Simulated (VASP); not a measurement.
# Zr4TiC5 (P1) in VASP: further runs, part 2 of 2

VASP 6.6.1.

## (3) Relaxation of cell and atoms, PBE

This run uses another cell than the first one, of 13.08 Å³/atom.

File INCAR:

```
SYSTEM = Zr4TiC5
PREC = Accurate ; ENCUT = 600
EDIFF = 1E-6 ; ISMEAR = 0
SIGMA = 0.1 ; LREAL = Auto
LASPH = .True. ; NELM = 60
ALGO = Normal ; ISIF = 3
LWAVE = .False. ; LCHARG = .False.
GGA = PE ; IBRION = 2
NSW = 70 ; EDIFFG = -0.04
ISYM = 0
```

File KPOINTS:

```
Automatic mesh
0
Gamma
  3 3 2
  0 0 0.5
```

File POSCAR:

```
Zr4TiC5
1.0
    2.3564000000      2.3564000000      4.7128000000
   -2.3564000000     -2.3564000000      4.7128000000
    7.0692000000     -4.7128000000      2.3564000000
C Ti Zr
10 2 8
Direct
    0.9532718999      0.7502413354      0.6009672798
    0.8517016099      0.2494053850      0.7999368953
    0.3439432967      0.7465947001      0.7985926577
    0.7484308522      0.7486541391      0.0023583868
    0.1597469367      0.7484800814      0.1939840372
    0.0477984893      0.2535043547      0.3996701767
    0.5498157639      0.7482062461      0.3952113885
    0.4541115562      0.2500446340      0.5965497380
    0.2454452030      0.2552031163      0.0012414970
    0.6442410895      0.2519853053      0.1987382612
    0.8078442926      0.9924570000      0.4009390605
    0.6918878922      0.5017197505      0.6026861114
    0.1902866971      0.9977276053      0.6011719992
    0.1009476134      0.5039414647      0.7984128186
    0.5988265214      0.9988126009      0.7982596055
    0.9993437627      0.0081496598      0.9990572957
    0.3952261161      0.0023127312      0.1997950733
    0.2923019857      0.5053929708      0.4028821241
    0.5064956217      0.5014409010      0.9986540267
    0.9004247644      0.4984522303      0.1958671168
```

Potentials or basis: VASP PAW PBE potentials, release 64 (C, Ti_sv, Zr_sv).

The run is started by

```console
> cat potpaw_PBE.64/C/POTCAR potpaw_PBE.64/Ti_sv/POTCAR potpaw_PBE.64/Zr_sv/POTCAR > POTCAR
> mpirun -np 1 vasp_std > vasp.out
```

OUTCAR:

```text
SYSTEM = Zr4TiC5
   PREC = Accurate
   ENCUT = 600
   EDIFF = 1E-6
   ISMEAR = 0
   LREAL = Auto
   LASPH = .True.
   NELM = 60
   ISIF = 3
   GGA = PE
   IBRION = 2
   NSW = 70
   EDIFFG = -0.04
   ISYM = 0

 ion  position               nearest neighbor table
   1  0.953  0.750  0.601-  13 2.28  18 2.31  14 2.32  11 2.33  15 2.35  12 2.40
   2  0.852  0.249  0.800-  16 2.32  13 2.33  19 2.34  12 2.37  14 2.37  15 2.38
   3  0.344  0.747  0.799-  14 2.29  12 2.32  13 2.35  16 2.37  19 2.38  15 2.39
   4  0.748  0.749  0.002-  19 2.31  20 2.32  17 2.36  14 2.37  15 2.38  16 2.40
   5  0.160  0.748  0.194-  19 2.32  17 2.32  18 2.36  16 2.37  11 2.38  20 2.40
   6  0.048  0.254  0.400-  18 2.35  17 2.35  11 2.36  13 2.36  20 2.37  12 2.38
   7  0.550  0.748  0.395-  18 2.34  17 2.34  20 2.35  11 2.38  12 2.38  13 2.41
   8  0.454  0.250  0.597-  12 2.32  18 2.35  15 2.36  11 2.36  14 2.38  13 2.42
   9  0.245  0.255  0.001-  20 2.30  16 2.33  17 2.35  14 2.36  19 2.39  15 2.39
  10  0.644  0.252  0.199-  19 2.33  17 2.35  16 2.35  20 2.36  18 2.39  11 2.43
  11  0.808  0.992  0.401-   1 2.33   6 2.36   8 2.36   5 2.38   7 2.38  10 2.43  18 3.24  13 3.26
                            17 3.29  15 3.31  20 3.34  16 3.35  20 3.37  17 3.39
  12  0.692  0.502  0.603-   3 2.32   8 2.32   2 2.37   6 2.38   7 2.38   1 2.40  14 3.28  19 3.30
                            15 3.31  15 3.32  18 3.32  13 3.33  13 3.34  18 3.34  14 3.35  20 3.39
  13  0.190  0.998  0.601-   1 2.28   2 2.33   3 2.35   6 2.36   7 2.41   8 2.42  11 3.26  14 3.27
                            18 3.28  15 3.28  16 3.32  12 3.33  12 3.34  17 3.34  15 3.36  14 3.37
  14  0.101  0.504  0.798-   3 2.29   1 2.32   9 2.36   4 2.37   2 2.37   8 2.38  13 3.27  12 3.28
                            18 3.30  19 3.31  20 3.31  16 3.32  15 3.32  15 3.34  12 3.35  16 3.35
  15  0.599  0.999  0.798-   1 2.35   8 2.36   2 2.38   4 2.38   3 2.39   9 2.39  13 3.28  12 3.31
                            19 3.31  11 3.31  16 3.32  12 3.32  14 3.32  14 3.34  17 3.35  16 3.36
  16  0.999  0.008  0.999-   2 2.32   9 2.33  10 2.35   5 2.37   3 2.37   4 2.40  20 3.27  19 3.29
                            17 3.31  13 3.32  15 3.32  14 3.32  11 3.35  14 3.35  15 3.36  17 3.36
  17  0.395  0.002  0.200-   5 2.32   7 2.34  10 2.35   9 2.35   6 2.35   4 2.36  11 3.29  16 3.31
                            20 3.31  19 3.32  18 3.33  13 3.34  15 3.35  19 3.35  20 3.36  18 3.36
  18  0.292  0.505  0.403-   1 2.31   7 2.34   6 2.35   8 2.35   5 2.36  10 2.39  11 3.24  13 3.28
                            14 3.30  12 3.32  17 3.33  12 3.34  20 3.35  17 3.36  19 3.37  13 3.37
  19  0.506  0.501  0.999-   4 2.31   5 2.32  10 2.33   2 2.34   3 2.38   9 2.39  20 3.28  16 3.29
[... 1116 lines left out ...]
  --------------------------------------------------------------------------------------
  -------------------------------------------------------------------------------------
  Total       18.8078463     19.5075462     19.7316811     -0.1268424      0.1928898      0.1394821
  in kB      126.5335534    131.2409252    132.7488372     -0.8533579      1.2977047      0.9383936
  external PRESSURE =     130.1744386 kB  Pullay stress =       0.0000000 kB
[... 89 lines left out ...]
  FREE ENERGIE OF THE ION-ELECTRON SYSTEM (eV)
  ---------------------------------------------------
  free  energy   TOTEN  =      -192.0377206461 eV

  energy  without entropy=     -192.0270223604  energy(sigma->0) =     -192.03237150

[... ionic steps 4 to 7 ...]

--------------------------------------- Ionic step        8  -------------------------------------------

 number of electron     160.0000000 magnetization

------------------------ aborting loop because EDIFF is reached ----------------------------------------
[... 103 lines left out ...]
--------------------------------------- Ionic step       10  -------------------------------------------

 number of electron     160.0000001 magnetization

 Free energy of the ion-electron system (eV)
  ---------------------------------------------------
  ext. energy  EPLUGINS =         0.00000000
  ---------------------------------------------------
  free energy    TOTEN  =      -192.30411038 eV

  energy without entropy =     -192.29320831  energy(sigma->0) =     -192.29865935

 E-fermi :   9.5012     XC(G=0): -12.1831

 val. band max:        9.4431956564   @ k =   0.0000   0.0000   0.2500
 cond. band min:       9.5886825823   @ k =  -0.3333   0.3333   0.2500
 fundamental gap:      0.1454869259
 Fermi energy:         9.5012425258

 k-point     1 :       0.0000    0.0000    0.2500
  band No.  band energies     occupation
      1     -47.4224      2.00000
      2     -47.4120      2.00000
      3     -38.5790      2.00000
      4     -38.5321      2.00000
      5     -38.4914      2.00000
      6     -38.4849      2.00000
[... 844 lines left out ...]
     91      12.2105      0.00000
     92      12.5218      0.00000
 [bands above 92 left out]

------------------------ aborting loop because EDIFF is reached ----------------------------------------

  FORCE on cell =-STRESS in cart. coord.  units (eV):
  Direction    XX          YY          ZZ          XY          YZ          ZX
  --------------------------------------------------------------------------------------
  -------------------------------------------------------------------------------------
  Total       -0.0563353     -0.0761502     -0.0290141      0.0016485     -0.0164822      0.0156034
  in kB       -0.3602690     -0.4869871     -0.1855476      0.0105421     -0.1054049      0.0997850
  external PRESSURE =      -0.3442679 kB  Pullay stress =       0.0000000 kB
[... 35 lines left out ...]
  FREE ENERGIE OF THE ION-ELECTRON SYSTEM (eV)
  ---------------------------------------------------
  free  energy   TOTEN  =      -192.3041103795 eV

  energy  without entropy=     -192.2932083124  energy(sigma->0) =     -192.29865935

 reached required accuracy - stopping structural energy minimisation
```

OSZICAR:

```text
N       E                     dE             d eps       ncg     rms          rms(c)
DAV:   1     0.205436214006E+04    0.20544E+04   -0.87412E+04  1728   0.195E+03
DAV:   2     0.905178792742E+02   -0.19638E+04   -0.18893E+04  1752   0.560E+02
DAV:   3    -0.204703491386E+03   -0.29522E+03   -0.28236E+03  2472   0.187E+02
DAV:   4    -0.230707401731E+03   -0.26004E+02   -0.25851E+02  2688   0.511E+01
[... 114 lines left out ...]
DAV:   5    -0.192304110941E+03   -0.45589E-05   -0.12668E-04  2328   0.383E-02    0.224E-02
DAV:   6    -0.192304112999E+03   -0.20584E-05   -0.17766E-05  2200   0.157E-02    0.161E-02
DAV:   7    -0.192304112452E+03    0.54755E-06   -0.15767E-05  2320   0.155E-02    0.559E-03
DAV:   8    -0.192304111065E+03    0.13866E-05   -0.49932E-06  1864   0.134E-02    0.271E-03
DAV:   9    -0.192304110379E+03    0.68570E-06   -0.10172E-06  1152   0.639E-03
  10 F= -.19230411E+03 E0= -.19229866E+03  d E =-.669980E-03
```

Wall time 35 min (1 thread of Intel Xeon 6975P-C (Granite Rapids), shared host); peak memory 0.55 GiB.

Results:

| Item | Value |
| --- | --- |
| Free energy | -192.3041 eV |
| Relaxed volume | 12.53 Å³/atom |
| Relaxed cell | a = 5.682 Å, b = 5.687 Å, c = 8.700 Å, α = 83.73°, β = 70.72°, γ = 70.75° |
| Space group after relaxing (to 0.1 Å) | C2/c (No. 15) |
| Energy gained by relaxing | 41.9 meV/atom |
| Ionic steps | 10 |
| Pressure after relaxing | 0.0 GPa |
| Largest force after relaxing | 0.037 eV/Å |
| Band gap on the k mesh | zero (bands 80 and 81 overlap by 0.40 eV) |

Forces in eV/Å, atoms in the order of the input:
```
C    0.004 -0.010  0.003
C    0.003  0.000 -0.004
C    0.005 -0.012  0.011
C    0.002 -0.002 -0.009
C   -0.010 -0.002 -0.010
C   -0.010 -0.006  0.012
C   -0.001  0.009 -0.003
C    0.003  0.003 -0.006
C    0.002  0.004 -0.007
C    0.007  0.001 -0.010
Ti  -0.003  0.010 -0.003
Ti  -0.007  0.006  0.034
Zr   0.004 -0.004 -0.003
Zr  -0.005 -0.011  0.011
Zr   0.017  0.014  0.007
Zr   0.015  0.011 -0.031
Zr   0.003  0.007 -0.023
Zr  -0.011 -0.008  0.000
Zr  -0.014 -0.005  0.006
Zr  -0.004 -0.004  0.024
```

Step by step:
```csv
step,energy change (eV),largest force (eV/Å),pressure (GPa),volume (Å³)
1,0.0000,1.2893,-7.85,261.68
2,-0.2499,0.7744,13.02,238.15
3,-0.5722,1.0055,3.14,247.83
4,-0.8148,0.3296,0.13,250.46
5,-0.8148,0.3361,0.11,250.49
6,-0.8360,0.0841,-0.36,250.92
7,-0.8360,0.0905,-0.38,250.94
8,-0.8376,0.0498,0.45,249.99
9,-0.8380,0.0531,0.20,250.28
10,-0.8386,0.0366,-0.03,250.53
```

Final structure:
```yaml
crystal:
  lattice:
    - [2.33292, 2.31756, 4.63337]
    - [-2.32529, -2.33213, 4.63682]
    - [6.97884, -4.64294, 2.33057]
  atoms:
    - { symbol: C, position: [0.94173, 0.75105, 0.59381] }
    - { symbol: C, position: [0.84652, 0.25607, 0.79412] }
    - { symbol: C, position: [0.35686, 0.74516, 0.79396] }
    - { symbol: C, position: [0.74925, 0.75085, 0.99921] }
    - { symbol: C, position: [0.14159, 0.75595, 0.20445] }
    - { symbol: C, position: [0.03614, 0.25089, 0.40483] }
    - { symbol: C, position: [0.55641, 0.75015, 0.40467] }
    - { symbol: C, position: [0.46207, 0.25008, 0.59369] }
    - { symbol: C, position: [0.24913, 0.25084, 0.99927] }
    - { symbol: C, position: [0.65172, 0.24551, 0.20425] }
    - { symbol: Ti, position: [0.79785, 0.00048, 0.40180] }
    - { symbol: Ti, position: [0.70005, 0.50023, 0.59693] }
    - { symbol: Zr, position: [0.20023, 0.00044, 0.59742] }
    - { symbol: Zr, position: [0.10088, 0.50054, 0.79589] }
    - { symbol: Zr, position: [0.60113, 0.00075, 0.79507] }
    - { symbol: Zr, position: [0.99889, 0.00097, 0.99989] }
    - { symbol: Zr, position: [0.39738, 0.00090, 0.20258] }
    - { symbol: Zr, position: [0.29795, 0.50062, 0.40104] }
    - { symbol: Zr, position: [0.49948, 0.50069, 0.99865] }
    - { symbol: Zr, position: [0.89684, 0.50054, 0.20344] }
```

Levels at points of the mesh, in eV from the Fermi level:
| k point | band 77 | band 78 | band 79 | band 80 | band 81 | band 82 | band 83 | band 84 |
| --- | --- | --- | --- | --- | --- | --- | --- | --- |
| (0.00, 0.00, 0.25) | -0.42 | -0.06 | 0.11 | 0.16 | 0.23 | 0.93 | 1.46 | 1.65 |

Caveat: the k points lie up to 0.41 Å⁻¹ apart in the final cell.

The gap in the log of VASP goes by the Fermi energy; the results here count the filled bands.